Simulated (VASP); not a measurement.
# CaSe in VASP: settings compared

Aim: see how the results for CaSe move with the level of theory and the settings. Levels: PBE, r2SCAN. Tasks: single point.

Program: VASP 6.6.1. These are calculated values, not measurements. Logs are shortened: lines on timing, memory, paths and dates and some standing lists are left out, and cuts for length are marked.

**1. The cell of the first run**

It takes space group R-3m (No. 166, trigonal). The conventional cell has a = 4.197 Å, b = 4.197 Å, c = 10.605 Å, α = 90.00°, β = 90.00°, γ = 120.00°. Within 3.9 Å of Ca (site symmetry -3m) lie 6 Se at 3.00 Å. Within 3.9 Å of Se (site symmetry -3m) lie 6 Ca at 3.00 Å.

**2. Single point, PBE (strain along [111] +3.2%)**

The input, INCAR:

```
PREC = Accurate
ENCUT = 500
EDIFF = 1E-6
ISMEAR = -1
SIGMA = 0.02
LREAL = F
LASPH = T
NELM = 120
ALGO = Normal
ISIF = 2
LWAVE = F
LCHARG = T
GGA = PE
LELF = T
LVHAR = T
NBANDS = 15
GGA_COMPAT = F
```

The input, KPOINTS:

```
regular mesh
0
Gamma
  8 8 8
```

The input, POSCAR:

```
CaSe
1.0
    0.0625160730      3.0300511847      3.0300511847
    3.0300511847      0.0625160730      3.0300511847
    3.0300511847      3.0300511847      0.0625160730
Ca Se
1 1
Direct
    0.0000000000      0.0000000000      0.0000000000
    0.5000000000      0.5000000000      0.5000000000
```

Potentials or basis: VASP PAW PBE potentials, release 64 (Ca_sv, Se).

Command:

```bash
cat potpaw_PBE.64/Ca_sv/POTCAR potpaw_PBE.64/Se/POTCAR > POTCAR
mpirun -np 1 vasp_std > vasp.out
```

OUTCAR:

```text
PREC = Accurate
   ENCUT = 500
   EDIFF = 1E-6
   ISMEAR = -1
   LREAL = F
   LASPH = T
   NELM = 120
   ISIF = 2
   GGA = PE

 ion  position               nearest neighbor table
   1  0.000  0.000  0.000-
   2  0.500  0.500  0.500-

  LATTYP: Found a trigonal (rhomboedric) cell.
 ALAT       =     4.2855954806
 COS(alpha) =     0.5205212310

  Lattice vectors:

 A1 = (   0.0625160730,   3.0300511847,   3.0300511847)
 A2 = (   3.0300511847,   0.0625160730,   3.0300511847)
 A3 = (   3.0300511847,   3.0300511847,   0.0625160730)

Analysis of symmetry for initial positions (statically):
=====================================================================
 Subroutine PRICEL returns:
 Original cell was already a primitive cell.

 Routine SETGRP: Setting up the symmetry group for a
 trigonal (rhombohedral) supercell.

 Subroutine GETGRP returns: Found 12 space group operations
 (whereof 12 operations were pure point group operations)
 out of a pool of 12 trial point group operations.

The static configuration has the point symmetry D_3d.

Analysis of symmetry for dynamics (positions and initial velocities):
=====================================================================
 Subroutine PRICEL returns:
 Original cell was already a primitive cell.

 Routine SETGRP: Setting up the symmetry group for a
 trigonal (rhombohedral) supercell.

 Subroutine GETGRP returns: Found 12 space group operations
 (whereof 12 operations were pure point group operations)
 out of a pool of 12 trial point group operations.

The dynamic configuration has the point symmetry D_3d.

 Subroutine INISYM returns: Found 12 space group operations
 (whereof 12 operations are pure point group operations),
 and found     1 'primitive' translations

----------------------------------------------------------------------------------------

                                     Primitive cell

  volume of cell :      53.9174

  direct lattice vectors                    reciprocal lattice vectors
     0.062516073  3.030051185  3.030051185    -0.170210400  0.166769606  0.166769606
     3.030051185  0.062516073  3.030051185     0.166769606 -0.170210400  0.166769606
     3.030051185  3.030051185  0.062516073     0.166769606  0.166769606 -0.170210400

  length of vectors
     4.285595481  4.285595481  4.285595481     0.290853543  0.290853543  0.290853543

  position of ions in fractional coordinates (direct lattice)
     0.000000000  0.000000000  0.000000000
     0.500000000  0.500000000  0.500000000

  ion indices of the primitive-cell ions
   primitive index   ion index
                 1           1
                 2           2

----------------------------------------------------------------------------------------

 KPOINTS: regular mesh

Automatic generation of k-mesh.
 Grid dimensions read from file:
 generate k-points for:    8    8    8

 Generating k-lattice:

  Cartesian coordinates                     Fractional coordinates (reciprocal lattice)
    -0.021276300  0.020846201  0.020846201     0.125000000  0.000000000  0.000000000
     0.020846201 -0.021276300  0.020846201     0.000000000  0.125000000  0.000000000
     0.020846201  0.020846201 -0.021276300     0.000000000  0.000000000  0.125000000

  Length of vectors
     0.036356693  0.036356693  0.036356693

  Shift w.r.t. Gamma in fractional coordinates (k-lattice)
     0.000000000  0.000000000  0.000000000

 Subroutine IBZKPT returns following result:
 ===========================================

 Found     65 irreducible k-points:

 Following reciprocal coordinates:
            Coordinates               Weight
  0.000000  0.000000  0.000000      1.000000
  0.125000  0.000000 -0.000000      6.000000
  0.250000  0.000000 -0.000000      6.000000
  0.375000  0.000000 -0.000000      6.000000
  0.500000  0.000000 -0.000000      3.000000
  0.125000  0.125000 -0.000000      6.000000
[... 16 lines left out ...]
  0.250000  0.125000  0.125000      6.000000
  0.375000  0.125000  0.125000      6.000000
 [... further k-points ...]
   k-points           NKPTS =     65   k-points in BZ     NKDIM =     65   number of bands    NBANDS=     15
   number of dos      NEDOS =    301   number of ions     NIONS =      2
   total plane-waves  NPLWV =  32768
   dimension x,y,z NGX =    32 NGY =   32 NGZ =   32
   dimension x,y,z NGXF=    64 NGYF=   64 NGZF=   64
   ions per type =               1   1
   NGX,Y,Z   is equivalent  to a cutoff of  12.41, 12.41, 12.41 a.u.
   NGXF,Y,Z  is equivalent  to a cutoff of  24.83, 24.83, 24.83 a.u.
 SYSTEM =  unknown system
   PREC   = accura    normal or accurate (medium, high low for compatibility)
   ISTART =      0    job   : 0-new  1-cont  2-samecut
   ICHARG =      2    charge: 1-file 2-atom 10-const
   ISPIN  =      1    spin polarized calculation?
   LNONCOLLINEAR =      F non collinear calculations
   LSORBIT =      F    spin-orbit coupling
   LASPH  =      T    aspherical Exc in radial PAW
   ENCUT  =  500.0 eV  36.75 Ry    6.06 a.u.   7.81  7.81  7.81*2*pi/ulx,y,z
   NELM   =    120;   NELMIN=  2; NELMDL= -5     # of ELM steps
   EDIFF  = 0.1E-05   stopping-criterion for ELM
   LREAL  =      F    real-space projection
   EDIFFG = 0.1E-04   stopping-criterion for IOM
   NSW    =      0    number of steps for IOM
   IBRION =     -1    ionic relax: 0-MD 1-quasi-New 2-CG
   NFREE  =      0    steps in history (QN), initial steepest desc. (CG)
   ISIF   =      2    stress and relaxation
   ISYM   =      2    0-nonsym 1-usesym 2-fastsym
   POTIM  = 0.5000    time-step for ionic-motion
   TEBEG  =    0.0;   TEEND  =   0.0 temperature during run
   PSTRESS=    0.0 pullay stress
   NELECT =      16.0000    total number of electrons
   NUPDOWN=      -1.0000    fix difference up-down
   EMIN   =  10.00;   EMAX   =-10.00  energy-range for DOS
   EFERMI =   0.00;   METHOD = LEGACY
   ISMEAR =    -1;   SIGMA  =   0.02  broadening in eV -4-tet -1-fermi 0-gaus
   EFERMI_NEDOS =   21; number of points for ismear=-14 and -15
   IALGO  =     38    algorithm
   IMIX   =      4    mixing-type and parameters
     AMIX     =   0.40;   BMIX     =  1.00
     AMIX_MAG =   1.60;   BMIX_MAG =  1.00
  volume/ion in A,a.u.               =      26.96       181.93
  Fermi-wavevector in a.u.,A,eV,Ry     =   1.091956  2.063498 16.223154  1.192368
  Thomas-Fermi vector in A             =   2.228212
   LORBIT       =      0    0 simple, 1 ext, 2 COOP (PROOUT), +10 PAW based schemes
   GGA     = PE    functional components
   LHFCALC =     F    Hartree Fock is set to
   AEXX    =    0.0000 exact exchange contribution
   IVDW    =     0    specifies the selected vdW correction
   LEPSILON=     F    determine dielectric tensor
   LRPA    =     F    only Hartree local field effects (RPA)
 non-spin polarized calculation
  energy-cutoff  :      500.00
  volume of cell :       53.92
 maximum number of plane-waves:      1392
   NGX = 15   NGY = 15   NGZ = 15

 number of electron      15.9999997 magnetization

 Free energy of the ion-electron system (eV)
  ---------------------------------------------------
  ext. energy  EPLUGINS =         0.00000000
  ---------------------------------------------------
  free energy    TOTEN  =        -9.47795504 eV

  energy without entropy =       -9.47795504  energy(sigma->0) =       -9.47795504

 E-fermi :   2.7243     XC(G=0):  -8.9833

 val. band max:        2.2310263253   @ k =   0.0000   0.0000   0.0000
 cond. band min:       4.2836284322   @ k =   0.5000   0.5000  -0.0000
 fundamental gap:      2.0526021069
 Fermi energy:         2.7243387545

 k-point     1 :       0.0000    0.0000    0.0000
  band No.  band energies     occupation
      1     -37.7112      2.00000
      2     -18.7000      2.00000
      3     -18.7000      2.00000
      4     -18.6922      2.00000
      5      -9.4895      2.00000
      6       2.0544      2.00000
      7       2.2310      2.00000
      8       2.2310      2.00000
      9       5.2512      0.00000
     10       5.7888      0.00000
     11       5.9499      0.00000
     12       5.9499      0.00000
     13       6.4197      0.00000
     14       6.4197      0.00000
     15      11.8271      0.00000

 k-point     2 :       0.1250    0.0000   -0.0000
  band No.  band energies     occupation
      1     -37.7104      2.00000
      2     -18.7138      2.00000
      3     -18.7012      2.00000
      4     -18.6934      2.00000
      5      -9.4047      2.00000
      6       1.4648      2.00000
      7       1.8558      2.00000
      8       2.0060      2.00000
      9       5.6306      0.00000
     10       6.0156      0.00000
     11       6.1413      0.00000
     12       6.3998      0.00000
     13       6.7945      0.00000
     14       6.8118      0.00000
     15      11.9453      0.00000

 k-point     3 :       0.2500    0.0000   -0.0000
  band No.  band energies     occupation
      1     -37.7084      2.00000
      2     -18.7477      2.00000
      3     -18.7043      2.00000
      4     -18.6955      2.00000
      5      -9.1899      2.00000
      6       0.2784      2.00000
      7       1.4221      2.00000
      8       1.5697      2.00000
      9       5.8248      0.00000
     10       6.4775      0.00000
     11       6.6305      0.00000
     12       7.6579      0.00000
     13       7.7491      0.00000
     14       7.7893      0.00000
     15      11.3948      0.00000
[... 343 lines left out ...]
 k-point    23 :       0.2500    0.1250    0.1250
  band No.  band energies     occupation
      1     -37.7094      2.00000
      2     -18.7240      2.00000
      3     -18.7049      2.00000
      4     -18.7007      2.00000
      5      -9.2897      2.00000
      6       0.7001      2.00000
      7       1.6861      2.00000
      8       1.7138      2.00000
      9       6.0290      0.00000
     10       6.2520      0.00000
     11       6.2802      0.00000
     12       6.6382      0.00000
     13       7.5326      0.00000
     14       7.6254      0.00000
     15      11.8029      0.00000

 k-point    24 :       0.3750    0.1250    0.1250
  band No.  band energies     occupation
      1     -37.7074      2.00000
      2     -18.7555      2.00000
      3     -18.7082      2.00000
      4     -18.7038      2.00000
      5      -9.0816      2.00000
      6      -0.0944      2.00000
      7       1.1683      2.00000
      8       1.3527      2.00000
      9       6.1039      0.00000
     10       6.6974      0.00000
     11       7.1966      0.00000
     12       7.2451      0.00000
     13       8.2693      0.00000
     14       8.7196      0.00000
     15      11.2758      0.00000

 [... further k-points ...]

------------------------ aborting loop because EDIFF is reached ----------------------------------------

  FORCE on cell =-STRESS in cart. coord.  units (eV):
  Direction    XX          YY          ZZ          XY          YZ          ZX
  --------------------------------------------------------------------------------------
  -------------------------------------------------------------------------------------
  Total       -0.2559312     -0.2559312     -0.2559312     -0.1944770     -0.1944770     -0.1944770
  in kB       -7.6051007     -7.6051007     -7.6051007     -5.7789633     -5.7789633     -5.7789633
  external PRESSURE =      -7.6051007 kB  Pullay stress =       0.0000000 kB

 VOLUME and BASIS-vectors are now :
 -----------------------------------------------------------------------------
  energy-cutoff  :      500.00
  volume of cell :       53.92
      direct lattice vectors                 reciprocal lattice vectors
     0.062516073  3.030051185  3.030051185    -0.170210400  0.166769606  0.166769606
     3.030051185  0.062516073  3.030051185     0.166769606 -0.170210400  0.166769606
     3.030051185  3.030051185  0.062516073     0.166769606  0.166769606 -0.170210400

 POSITION                                       TOTAL-FORCE (eV/Angst)
 -----------------------------------------------------------------------------------
      0.00000      0.00000      0.00000         0.000000      0.000000     -0.000000
      3.06131      3.06131      3.06131         0.000000     -0.000000      0.000000
 -----------------------------------------------------------------------------------
    total drift:                                0.000000     -0.000000     -0.000000

  FREE ENERGIE OF THE ION-ELECTRON SYSTEM (eV)
  ---------------------------------------------------
  free  energy   TOTEN  =        -9.4779550397 eV

  energy  without entropy=       -9.4779550397  energy(sigma->0) =       -9.47795504
```

Wall time 43 s (1 thread of AMD EPYC 7R43 (Zen 3), shared host); peak memory 0.17 GiB.

Results:

```yaml
Free_energy: -9.4780 eV
Pressure: -0.8 GPa
Band_gap_on_the_k_mesh: 2.05 eV (least direct gap 2.93 eV)
```

Caveat: the cell differs from its parent crystal (strain along [111] +3.2%).

**3. Single point, r2SCAN (uniaxial z strain -1.9%)**

The input, POSCAR:

```
CaSe
1.0
    0.0000000000      2.9675351117      2.9096681770
    2.9675351117      0.0000000000      2.9096681770
    2.9675351117      2.9675351117      0.0000000000
Ca Se
1 1
Direct
    0.0000000000      0.0000000000      0.0000000000
    0.5000000000      0.5000000000      0.5000000000
```

The input, INCAR.step1:

```
SYSTEM = CaSe
  PREC = Accurate
  ENCUT = 550
  ISMEAR = 0
  SIGMA = 0.01
  LREAL = .False.
  LASPH = .True.
  NELM = 120
  NBANDS = 15
  GGA = PE
  ALGO = Normal
  EDIFF = 1E-5
  LWAVE = .True.
  LCHARG = .False.
  GGA_COMPAT = .False.
```

The input, INCAR.step2:

```
SYSTEM = CaSe
  PREC = Accurate
  ENCUT = 550
  EDIFF = 1E-6
  ISMEAR = 0
  SIGMA = 0.01
  LREAL = .False.
  LASPH = .True.
  NELM = 120
  ALGO = Normal
  ISIF = 2
  LWAVE = .False.
  LCHARG = .False.
  METAGGA = R2SCAN
  LMIXTAU = .True.
  NBANDS = 15
  ISTART = 1
  GGA_COMPAT = .False.
```

The input, KPOINTS:

```
Automatic mesh
0
Gamma
  8 8 8
  0 0 0
```

Potentials or basis: VASP PAW PBE potentials, release 64 (Ca_sv, Se).

Command:

```bash
cat potpaw_PBE.64/Ca_sv/POTCAR potpaw_PBE.64/Se/POTCAR > POTCAR
cp INCAR.step1 INCAR
mpirun -np 1 vasp_std > vasp.out
cp INCAR.step2 INCAR
mpirun -np 1 vasp_std > vasp.out
```

OUTCAR:

```text
SYSTEM = CaSe
   PREC = Accurate
   ENCUT = 550
   EDIFF = 1E-6
   ISMEAR = 0
   LREAL = .False.
   LASPH = .True.
   NELM = 120
   ISIF = 2
   METAGGA = R2SCAN
   ISTART = 1

 ion  position               nearest neighbor table
   1  0.000  0.000  0.000-   2 2.91   2 2.91   2 2.97   2 2.97   2 2.97   2 2.97
   2  0.500  0.500  0.500-   1 2.91   1 2.91   1 2.97   1 2.97   1 2.97   1 2.97

  LATTYP: Found a body centered tetragonal cell.
 ALAT       =     4.1967284018
 C/A-ratio  =     1.3866363979

  Lattice vectors:

[... 620 lines left out ...]

  FORCE on cell =-STRESS in cart. coord.  units (eV):
  Direction    XX          YY          ZZ          XY          YZ          ZX
  --------------------------------------------------------------------------------------
  -------------------------------------------------------------------------------------
  Total        0.2090512      0.2090512      0.9183334      0.0000000     -0.0000000     -0.0000000
  in kB        6.5357886      6.5357886     28.7108330      0.0000000     -0.0000000     -0.0000000
  external PRESSURE =      13.9274700 kB  Pullay stress =       0.0000000 kB

 VOLUME and BASIS-vectors are now :
 -----------------------------------------------------------------------------
  energy-cutoff  :      550.00
  volume of cell :       51.25
      direct lattice vectors                 reciprocal lattice vectors
     0.000000000  2.967535112  2.909668177    -0.168490003  0.168490003  0.171840901
     2.967535112  0.000000000  2.909668177     0.168490003 -0.168490003  0.171840901
     2.967535112  2.967535112  0.000000000     0.168490003  0.168490003 -0.171840901

 POSITION                                       TOTAL-FORCE (eV/Angst)
 -----------------------------------------------------------------------------------
      0.00000      0.00000      0.00000         0.000000      0.000000      0.000000
      2.96754      2.96754      2.90967        -0.000000     -0.000000      0.000000
 -----------------------------------------------------------------------------------
    total drift:                                0.000000     -0.000000     -0.000000

  FREE ENERGIE OF THE ION-ELECTRON SYSTEM (eV)
  ---------------------------------------------------
  free  energy   TOTEN  =       -25.9698820809 eV

  energy  without entropy=      -25.9698820809  energy(sigma->0) =      -25.96988208
```

OSZICAR.step1:

```text
N       E                     dE             d eps       ncg     rms          rms(c)
DAV:   1     0.109859960756E+03    0.10986E+03   -0.77641E+03  1770   0.103E+03
DAV:   2    -0.503834493595E+01   -0.11490E+03   -0.10953E+03  2204   0.249E+02
DAV:   3    -0.941486547336E+01   -0.43765E+01   -0.43428E+01  2431   0.468E+01
DAV:   4    -0.961091227961E+01   -0.19605E+00   -0.19596E+00  2447   0.827E+00
DAV:   5    -0.961279213192E+01   -0.18799E-02   -0.18796E-02  2430   0.772E-01    0.424E+00
DAV:   6    -0.947628911366E+01    0.13650E+00   -0.17824E-01  2092   0.225E+00    0.253E+00
DAV:   7    -0.946780588678E+01    0.84832E-02   -0.97277E-02  2283   0.199E+00    0.804E-01
DAV:   8    -0.947150582693E+01   -0.36999E-02   -0.11256E-02  1854   0.817E-01    0.115E-01
DAV:   9    -0.947160091968E+01   -0.95093E-04   -0.58662E-04  2310   0.251E-01    0.451E-02
DAV:  10    -0.947171231549E+01   -0.11140E-03   -0.14749E-04  1973   0.756E-02    0.159E-02
DAV:  11    -0.947172985425E+01   -0.17539E-04   -0.40263E-05  2113   0.562E-02    0.869E-03
DAV:  12    -0.947172893931E+01    0.91494E-06   -0.16416E-06  1046   0.112E-02
   1 F= -.94717289E+01 E0= -.94717289E+01  d E =-.678011E-76
```

Wall time 2.7 min (1 thread of AMD EPYC 7R43 (Zen 3), shared host); peak memory 0.18 GiB.

Results:

| Quantity | Value |
| --- | --- |
| Free energy | -25.9699 eV |
| Pressure | 1.4 GPa |
| Band gap on the k mesh | 2.45 eV (least direct gap 3.39 eV) |

Caveat: the cell differs from its parent crystal (uniaxial z strain -1.9%); the PAW data sets were made with another functional, which shifts forces and pressure a little.

**4. Single point, r2SCAN (uniaxial x strain +3.3%)**

The input, POSCAR:

```
CaSe
1.0
    0.0000000000      2.9675351117      2.9675351117
    3.0645735098      0.0000000000      2.9675351117
    3.0645735098      2.9675351117      0.0000000000
Ca Se
1 1
Direct
    0.0000000000      0.0000000000      0.0000000000
    0.5000000000      0.5000000000      0.5000000000
```

The input, INCAR.step1:

```
SYSTEM = CaSe
PREC = Accurate
ENCUT = 550
ISMEAR = 0
SIGMA = 0.01
LREAL = .FALSE.
LASPH = .TRUE.
NELM = 120
NBANDS = 15
GGA = PE
ALGO = Normal
EDIFF = 1E-5
LWAVE = .TRUE.
LCHARG = .FALSE.
GGA_COMPAT = .FALSE.
```

The input, INCAR.step2:

```
SYSTEM = CaSe
PREC = Accurate
ENCUT = 550
EDIFF = 1E-6
ISMEAR = 0
SIGMA = 0.01
LREAL = .FALSE.
LASPH = .TRUE.
NELM = 120
ALGO = Normal
ISIF = 2
LWAVE = .FALSE.
LCHARG = .FALSE.
METAGGA = R2SCAN
LMIXTAU = .TRUE.
NBANDS = 15
ISTART = 1
GGA_COMPAT = .FALSE.
```

The input, KPOINTS:

```
regular mesh
0
G
  8 8 8
  0 0 0
```

Command:

```bash
cat potpaw_PBE.64/Ca_sv/POTCAR potpaw_PBE.64/Se/POTCAR > POTCAR
cp INCAR.step1 INCAR
mpirun -np 1 vasp_std > vasp.out
cp INCAR.step2 INCAR
mpirun -np 1 vasp_std > vasp.out
```

Run time: 3.4 min. Hardware: 1 thread of AMD EPYC 7R43 (Zen 3), shared host; peak memory 0.21 GiB.

The run converged. Its results:

```yaml
Free_energy: -25.9644 eV
Pressure: -1.2 GPa
Band_gap_on_the_k_mesh: 2.58 eV (least direct gap 3.44 eV)
```

Stress tensor (GPa, compression positive):
```
-2.93  0.00  0.00
 0.00 -0.38  0.00
 0.00  0.00 -0.38
```

Levels at points of the mesh, in eV from the valence-band top:
```
           k point  band 6  band 7  band 8  band 9  band 10  band 11
(0.00, 0.00, 0.00)   -0.01    0.00    0.00    3.84     4.10     4.31
(0.50, 0.00, 0.00)   -3.12   -1.11   -1.10    5.03     5.97     5.98
(0.50, 0.50, 0.00)   -2.41   -0.99   -0.90    2.58     5.47     5.70
(0.00, 0.50, 0.50)   -2.49   -0.84   -0.84    2.60     5.50     5.66
```

Caveat: the cell differs from its parent crystal (uniaxial x strain +3.3%); the PAW data sets were made with another functional, which shifts forces and pressure a little.

(Continued in part 2 of 2.)
